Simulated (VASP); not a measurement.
# YSc2Pt2 (P-3m1) in VASP: notebook

Runs on YSc2Pt2. Level: PBE. Tasks: relaxation of cell and atoms, single point.

Everything below comes from runs of VASP 6.6.1. Logs are shortened: lines on timing, memory, paths and dates and some standing lists are left out, and cuts for length are marked.

### 1 The cell of the first run

The structure is trigonal, space group P-3m1 (No. 164). The conventional cell has a = 3.605 Å, b = 3.605 Å, c = 11.047 Å, α = 90.00°, β = 90.00°, γ = 120.00°. Within 4.7 Å of Y (site symmetry -3m) lie 6 Y at 3.60 Å and 6 Sc at 3.70 Å. Within 3.4 Å of Sc (site symmetry 3m) lie 4 Pt at 2.59 to 3.38 Å. Pt (site symmetry 3m) has 4 Sc at 2.59 to 3.38 Å and 3 Pt at 2.78 Å within 3.4 Å.

### 2 Relaxation of cell and atoms, PBE

Input file INCAR:

```
PREC     = Accurate       # precision mode
ENCUT    = 600            # plane-wave cutoff, eV
EDIFF    = 1E-6           # SCF threshold, eV
ISMEAR   = 0              # smearing method
SIGMA    = 0.1            # smearing width, eV
LREAL    = False          # projectors in reciprocal space
LASPH    = True           # aspherical terms in the spheres
NELM     = 80             # most SCF steps
ALGO     = Fast           # electronic algorithm
ISIF     = 3              # what is computed and relaxed
LWAVE    = False          # write WAVECAR
LCHARG   = False          # write CHGCAR
GGA      = PE             # functional
IBRION   = 2              # ionic algorithm
NSW      = 100            # ionic steps
EDIFFG   = -0.01          # ionic threshold
```

Input file KPOINTS:

```
Automatic mesh
0
Gamma
  12 12 4
```

Input file POSCAR:

```
YSc2Pt2
1.0
    3.6045294455      0.0000000000      0.0000000000
   -1.8022647228      3.1216140685      0.0000000000
    0.0000000000      0.0000000000     11.0467865708
Y Sc Pt
1 2 2
Direct
    0.0000000000      0.0000000000      0.0000000000
    0.3333333333      0.6666666667      0.2773551514
    0.6666666667      0.3333333333      0.7226448486
    0.3333333333      0.6666666667      0.5832879585
    0.6666666667      0.3333333333      0.4167120415
```

Potentials or basis: VASP PAW PBE potentials, release 64 (Y_sv, Sc_sv, Pt).

Command:

```console
$ cat potpaw_PBE.64/Y_sv/POTCAR potpaw_PBE.64/Sc_sv/POTCAR potpaw_PBE.64/Pt/POTCAR > POTCAR
$ mpirun -np 1 vasp_std > vasp.out
```

OUTCAR:

```text
PREC = Accurate
   ENCUT = 600
   EDIFF = 1E-6
   ISMEAR = 0
   LREAL = False
   LASPH = True
   NELM = 80
   ISIF = 3
   GGA = PE
   IBRION = 2
   NSW = 100
   EDIFFG = -0.01

 ion  position               nearest neighbor table
   1  0.000  0.000  0.000-   2 3.70   3 3.70   3 3.70   2 3.70   3 3.70   2 3.70
   2  0.333  0.667  0.277-   5 2.59   5 2.59   5 2.59   4 3.38   1 3.70   1 3.70   1 3.70
   3  0.667  0.333  0.723-   4 2.59   4 2.59   4 2.59   5 3.38   1 3.70   1 3.70   1 3.70
   4  0.333  0.667  0.583-   3 2.59   3 2.59   3 2.59   5 2.78   5 2.78   5 2.78   2 3.38
   5  0.667  0.333  0.417-   2 2.59   2 2.59   2 2.59   4 2.78   4 2.78   4 2.78   3 3.38

  LATTYP: Found a hexagonal cell.
 ALAT       =     3.6045294455
 C/A-ratio  =     3.0646958883

  Lattice vectors:

 A1 = (   3.6045294455,   0.0000000000,   0.0000000000)
 A2 = (  -1.8022647228,   3.1216140685,   0.0000000000)
 A3 = (   0.0000000000,   0.0000000000,  11.0467865708)

Analysis of symmetry for initial positions (statically):
=====================================================================
 Subroutine PRICEL returns:
 Original cell was already a primitive cell.

 Routine SETGRP: Setting up the symmetry group for a
 hexagonal supercell.

 Subroutine GETGRP returns: Found 12 space group operations
 (whereof 12 operations were pure point group operations)
 out of a pool of 24 trial point group operations.

The static configuration has the point symmetry D_3d.

Analysis of symmetry for dynamics (positions and initial velocities):
=====================================================================
 Subroutine PRICEL returns:
 Original cell was already a primitive cell.

 Routine SETGRP: Setting up the symmetry group for a
 hexagonal supercell.

 Subroutine GETGRP returns: Found 12 space group operations
 (whereof 12 operations were pure point group operations)
 out of a pool of 24 trial point group operations.

The dynamic configuration has the point symmetry D_3d.

 Subroutine INISYM returns: Found 12 space group operations
 (whereof 12 operations are pure point group operations),
 and found     1 'primitive' translations

----------------------------------------------------------------------------------------

                                     Primitive cell

  volume of cell :     124.2979

  direct lattice vectors                    reciprocal lattice vectors
     3.604529445  0.000000000  0.000000000     0.277428723  0.160173548  0.000000000
    -1.802264723  3.121614069  0.000000000     0.000000000  0.320347095  0.000000000
     0.000000000  0.000000000 11.046786571     0.000000000  0.000000000  0.090524063

  length of vectors
     3.604529445  3.604529446 11.046786571     0.320347095  0.320347095  0.090524063

  position of ions in fractional coordinates (direct lattice)
     0.000000000  0.000000000  0.000000000
     0.333333333  0.666666667  0.277355151
     0.666666667  0.333333333  0.722644849
     0.333333333  0.666666667  0.583287959
     0.666666667  0.333333333  0.416712041

  ion indices of the primitive-cell ions
   primitive index   ion index
                 1           1
                 2           2
                 3           3
                 4           4
                 5           5

----------------------------------------------------------------------------------------

 KPOINTS: Automatic mesh

Automatic generation of k-mesh.
 Grid dimensions read from file:
 generate k-points for:   12   12    4

 Generating k-lattice:

  Cartesian coordinates                     Fractional coordinates (reciprocal lattice)
     0.023119060  0.013347796  0.000000000     0.083333333 -0.000000000  0.000000000
     0.000000000  0.026695591  0.000000000     0.000000000  0.083333333  0.000000000
     0.000000000  0.000000000  0.022631016     0.000000000  0.000000000  0.250000000

  Length of vectors
     0.026695591  0.026695591  0.022631016

  Shift w.r.t. Gamma in fractional coordinates (k-lattice)
     0.000000000  0.000000000  0.000000000

 Subroutine IBZKPT returns following result:
 ===========================================

 Found     69 irreducible k-points:

 Following reciprocal coordinates:
            Coordinates               Weight
  0.000000  0.000000  0.000000      1.000000
  0.083333  0.000000  0.000000      6.000000
  0.166667  0.000000  0.000000      6.000000
  0.250000  0.000000  0.000000      6.000000
  0.333333  0.000000  0.000000      6.000000
  0.416667 -0.000000  0.000000      6.000000
[... 16 lines left out ...]
  0.166667  0.000000  0.250000      6.000000
  0.000000  0.166667  0.250000      6.000000
 [... further k-points ...]
   k-points           NKPTS =     69   k-points in BZ     NKDIM =     69   number of bands    NBANDS=     31
   number of dos      NEDOS =    301   number of ions     NIONS =      5
   total plane-waves  NPLWV =  81000
   dimension x,y,z NGX =    30 NGY =   30 NGZ =   90
   dimension x,y,z NGXF=    60 NGYF=   60 NGZF=  180
   ions per type =               1   2   2
   NGX,Y,Z   is equivalent  to a cutoff of  13.84, 13.84, 13.54 a.u.
   NGXF,Y,Z  is equivalent  to a cutoff of  27.67, 27.67, 27.09 a.u.
 SYSTEM =  unknown system
   PREC   = accura    normal or accurate (medium, high low for compatibility)
   ISTART =      0    job   : 0-new  1-cont  2-samecut
   ICHARG =      2    charge: 1-file 2-atom 10-const
   ISPIN  =      1    spin polarized calculation?
   LNONCOLLINEAR =      F non collinear calculations
   LSORBIT =      F    spin-orbit coupling
   LASPH  =      T    aspherical Exc in radial PAW
   ENCUT  =  600.0 eV  44.10 Ry    6.64 a.u.   7.20  7.20 22.06*2*pi/ulx,y,z
   NELM   =     80;   NELMIN=  2; NELMDL= -5     # of ELM steps
   EDIFF  = 0.1E-05   stopping-criterion for ELM
   LREAL  =      F    real-space projection
   EDIFFG = -.1E-01   stopping-criterion for IOM
   NSW    =    100    number of steps for IOM
   IBRION =      2    ionic relax: 0-MD 1-quasi-New 2-CG
   NFREE  =      1    steps in history (QN), initial steepest desc. (CG)
   ISIF   =      3    stress and relaxation
   ISYM   =      2    0-nonsym 1-usesym 2-fastsym
   POTIM  = 0.5000    time-step for ionic-motion
   TEBEG  =    0.0;   TEEND  =   0.0 temperature during run
   PSTRESS=    0.0 pullay stress
   NELECT =      53.0000    total number of electrons
   NUPDOWN=      -1.0000    fix difference up-down
   EMIN   =  10.00;   EMAX   =-10.00  energy-range for DOS
   EFERMI =   0.00;   METHOD = LEGACY
   ISMEAR =     0;   SIGMA  =   0.10  broadening in eV -4-tet -1-fermi 0-gaus
   EFERMI_NEDOS =   21; number of points for ismear=-14 and -15
   IALGO  =     68    algorithm
   IMIX   =      4    mixing-type and parameters
     AMIX     =   0.40;   BMIX     =  1.00
     AMIX_MAG =   1.60;   BMIX_MAG =  1.00
  volume/ion in A,a.u.               =      24.86       167.76
  Fermi-wavevector in a.u.,A,eV,Ry     =   1.232193  2.328508 20.657733  1.518301
  Thomas-Fermi vector in A             =   2.366973
   LORBIT       =      0    0 simple, 1 ext, 2 COOP (PROOUT), +10 PAW based schemes
   GGA     = PE    functional components
   LHFCALC =     F    Hartree Fock is set to
   AEXX    =    0.0000 exact exchange contribution
   IVDW    =     0    specifies the selected vdW correction
   LEPSILON=     F    determine dielectric tensor
   LRPA    =     F    only Hartree local field effects (RPA)
 conjugate gradient relaxation of ions
 non-spin polarized calculation
 RMM-DIIS sequential band-by-band and
 Gauss-broadening in eV      SIGMA  =   0.10
  energy-cutoff  :      600.00
  volume of cell :      124.30
 maximum number of plane-waves:      4179
 NGX is ok and might be reduce to    30
   NGX = 15   NGY = 15   NGZ = 45

--------------------------------------- Ionic step        1  -------------------------------------------

 number of electron      52.9999999 magnetization

 Free energy of the ion-electron system (eV)
  ---------------------------------------------------
  ext. energy  EPLUGINS =         0.00000000
  ---------------------------------------------------
  free energy    TOTEN  =       -33.30799045 eV

  energy without entropy =      -33.28921430  energy(sigma->0) =      -33.29860238

------------------------ aborting loop because EDIFF is reached ----------------------------------------

  FORCE on cell =-STRESS in cart. coord.  units (eV):
  Direction    XX          YY          ZZ          XY          YZ          ZX
  --------------------------------------------------------------------------------------
  -------------------------------------------------------------------------------------
  Total        0.0985787      0.0985787     -0.0697131     -0.0000000      0.0000000     -0.0000000
  in kB        1.2706622      1.2706622     -0.8985899     -0.0000000      0.0000000     -0.0000000
  external PRESSURE =       0.5475781 kB  Pullay stress =       0.0000000 kB
[... 98 lines left out ...]
  FREE ENERGIE OF THE ION-ELECTRON SYSTEM (eV)
  ---------------------------------------------------
  free  energy   TOTEN  =       -33.3084111471 eV

  energy  without entropy=      -33.2895997816  energy(sigma->0) =      -33.29900546

[... ionic steps 4 to 7 ...]

--------------------------------------- Ionic step        8  -------------------------------------------

 number of electron      52.9999998 magnetization

------------------------ aborting loop because EDIFF is reached ----------------------------------------

  FORCE on cell =-STRESS in cart. coord.  units (eV):
  Direction    XX          YY          ZZ          XY          YZ          ZX
  --------------------------------------------------------------------------------------
  -------------------------------------------------------------------------------------
  Total        0.0219026      0.0219026      0.0499722     -0.0000000     -0.0000000      0.0000000
  in kB        0.2828009      0.2828009      0.6452283     -0.0000000     -0.0000000      0.0000000
  external PRESSURE =       0.4036100 kB  Pullay stress =       0.0000000 kB
[... 63 lines left out ...]
  energy  without entropy=      -33.2898916833  energy(sigma->0) =      -33.29936108

--------------------------------------- Ionic step       10  -------------------------------------------

 number of electron      52.9999998 magnetization

 Free energy of the ion-electron system (eV)
  ---------------------------------------------------
  ext. energy  EPLUGINS =         0.00000000
  ---------------------------------------------------
  free energy    TOTEN  =       -33.30885807 eV

  energy without entropy =      -33.28992134  energy(sigma->0) =      -33.29938970

 E-fermi :   4.6165     XC(G=0): -10.1626

 val. band max:        4.6146395306   @ k =   0.3333   0.3333   0.0000
 cond. band min:       4.6494036296   @ k =   0.2500   0.1667   0.5000
 fundamental gap:      0.0347640990
 Fermi energy:         4.6165210219

 k-point     1 :       0.0000    0.0000    0.0000
  band No.  band energies     occupation
      1     -44.8243      2.00000
      2     -44.8241      2.00000
      3     -38.3912      2.00000
      4     -23.4898      2.00000
      5     -23.4876      2.00000
      6     -23.4117      2.00000
[... 805 lines left out ...]
     30       6.1071      0.00000
     31       6.7875      0.00000

 [... further k-points ...]

------------------------ aborting loop because EDIFF is reached ----------------------------------------

  FORCE on cell =-STRESS in cart. coord.  units (eV):
  Direction    XX          YY          ZZ          XY          YZ          ZX
  --------------------------------------------------------------------------------------
  -------------------------------------------------------------------------------------
  Total       -0.0283179     -0.0283179      0.0098987      0.0000000      0.0000000      0.0000000
  in kB       -0.3655650     -0.3655650      0.1277861      0.0000000      0.0000000      0.0000000
  external PRESSURE =      -0.2011146 kB  Pullay stress =       0.0000000 kB
[... 20 lines left out ...]
  FREE ENERGIE OF THE ION-ELECTRON SYSTEM (eV)
  ---------------------------------------------------
  free  energy   TOTEN  =       -33.3088580685 eV

  energy  without entropy=      -33.2899213374  energy(sigma->0) =      -33.29938970

 reached required accuracy - stopping structural energy minimisation
```

Wall time 76 min (1 thread of Intel Xeon 8259CL, shared host); peak memory 0.56 GiB.

Results:

```
Free energy                           : -33.3089 eV
Relaxed volume                        : 24.82 Å³/atom
Relaxed cell                          : a = 3.610 Å, b = 3.610 Å, c = 10.996 Å, α = 90.00°, β = 90.00°, γ = 120.00°
Space group after relaxing (to 0.1 Å) : P-3m1 (No. 164)
Energy gained by relaxing             : 0.2 meV/atom
Ionic steps                           : 10
Pressure after relaxing               : 0.0 GPa
Largest force after relaxing          : 0.008 eV/Å
Band gap on the k mesh                : zero (an odd number of electrons rules out a gap without spin polarisation)
```

Forces on the atoms (eV/Å):
```
Y    0.000  0.000  0.000
Sc   0.000  0.000  0.000
Sc   0.000  0.000  0.000
Pt   0.000  0.000  0.008
Pt   0.000  0.000 -0.008
```

Step by step:
```tsv
step	energy change (eV)	largest force (eV/Å)	pressure (GPa)	volume (Å³)
1	0.0000	0.0669	0.05	124.30
2	-0.0004	0.0185	-0.12	124.45
3	-0.0004	0.0230	-0.16	124.48
4	-0.0007	0.0247	-0.06	124.28
5	-0.0008	0.0284	0.02	124.11
6	-0.0008	0.0282	0.02	124.10
7	-0.0008	0.0294	0.04	124.07
8	-0.0008	0.0301	0.04	124.09
9	-0.0008	0.0165	0.00	124.10
10	-0.0009	0.0082	-0.02	124.11
```

Final structure:
```
Y Sc Pt
1.0
     3.61008    0.00000    0.00000
    -1.80504    3.12642    0.00000
     0.00000    0.00000   10.99619
Y Sc Pt
1 2 2
Direct
  0.00000 0.00000 0.00000
  0.33333 0.66667 0.27646
  0.66667 0.33333 0.72354
  0.33333 0.66667 0.58343
  0.66667 0.33333 0.41657
```

Levels at points of the mesh, in eV from the Fermi level:
```
           k point  band 25  band 26  band 27  band 28  band 29  band 30
(0.00, 0.00, 0.00)    -1.75    -0.62     0.00     1.16     1.75     1.75
(0.50, 0.00, 0.00)    -1.06    -0.97    -0.28     0.17     0.81     0.92
(0.00, 0.00, 0.50)    -1.75    -1.11     0.56     0.77     1.78     1.78
(0.50, 0.00, 0.50)    -1.00    -0.88    -0.69     0.31     0.65     0.99
```

Caveat: spin-orbit coupling is left out, which moves the levels of the heavy elements.

### 3 Single point, PBE

This run uses another cell than the first one, of 19.14 Å³/atom.

Input file INCAR:

```
PREC = Accurate
ENCUT = 520
EDIFF = 1E-7
ISMEAR = 0
SIGMA = 0.1
LREAL = False
LASPH = True
NELM = 60
ALGO = Fast
ISIF = 2
LWAVE = False
LCHARG = False
GGA = PE
NBANDS = 34
```

Input file KPOINTS:

```
Automatic mesh
0
Gamma
  6 6 2
```

Input file POSCAR:

```
YSc2Pt2
1.0
    3.4833583508      0.0000000000      0.0000000000
   -1.7416791754      3.0166768222      0.0000000000
    0.0000000000      0.0000000000      9.1074494249
Y Sc Pt
1 2 2
Direct
    0.0000000000      0.0000000000      0.0000000000
    0.3333333333      0.6666666667      0.1410000000
    0.6666666667      0.3333333333      0.8590000000
    0.3333333333      0.6666666667      0.6670000000
    0.6666666667      0.3333333333      0.3330000000
```

Potentials or basis: VASP PAW PBE potentials, release 64 (Y_sv, Sc_sv, Pt).

Command:

```console
$ cat potpaw_PBE.64/Y_sv/POTCAR potpaw_PBE.64/Sc_sv/POTCAR potpaw_PBE.64/Pt/POTCAR > POTCAR
$ mpirun -np 1 vasp_std > vasp.out
```

Wall time 3.1 min (1 thread of Intel Xeon Platinum 8259CL at 2.50GHz (Skylake/Cascade Lake), shared host); peak memory 0.26 GiB.

The run converged. Its results:

```
Free energy            : -24.1695 eV
Pressure               : 18.2 GPa
Largest force          : 5.819 eV/Å
Band gap on the k mesh : zero (an odd number of electrons rules out a gap without spin polarisation)
```

Forces in eV/Å, atoms in the order of the input:
```
Y    0.000  0.000  0.000
Sc   0.000  0.000  5.819
Sc   0.000  0.000 -5.819
Pt   0.000  0.000  0.253
Pt   0.000  0.000 -0.253
```

Stress tensor (GPa, compression positive):
```
22.50  0.00  0.00
 0.00 22.50  0.00
 0.00  0.00  9.64
```

Levels at points of the mesh, in eV from the Fermi level:
| k point | band 24 | band 25 | band 26 | band 27 | band 28 | band 29 |
| --- | --- | --- | --- | --- | --- | --- |
| (0.00, 0.00, 0.00) | -1.82 | -1.82 | -1.29 | -1.13 | -1.13 | -0.04 |
| (0.50, 0.00, 0.00) | -0.21 | -0.06 | 0.00 | 0.39 | 0.57 | 1.42 |
| (0.00, 0.00, 0.50) | -2.05 | -2.05 | -1.10 | -1.10 | -0.53 | 0.07 |
| (0.50, 0.00, 0.50) | -0.49 | -0.21 | 0.08 | 0.09 | 0.54 | 1.42 |

Caveat: the stress differs along the axes, from 10 to 22 GPa; spin-orbit coupling is left out, which moves the levels of the heavy elements; forces of over 1 eV/Å act on the atoms, so gaps and moduli don't describe the material at rest.

(Part 1 of 2 ends here.)

The gap in the log of VASP goes by the Fermi energy; the results here count the filled bands.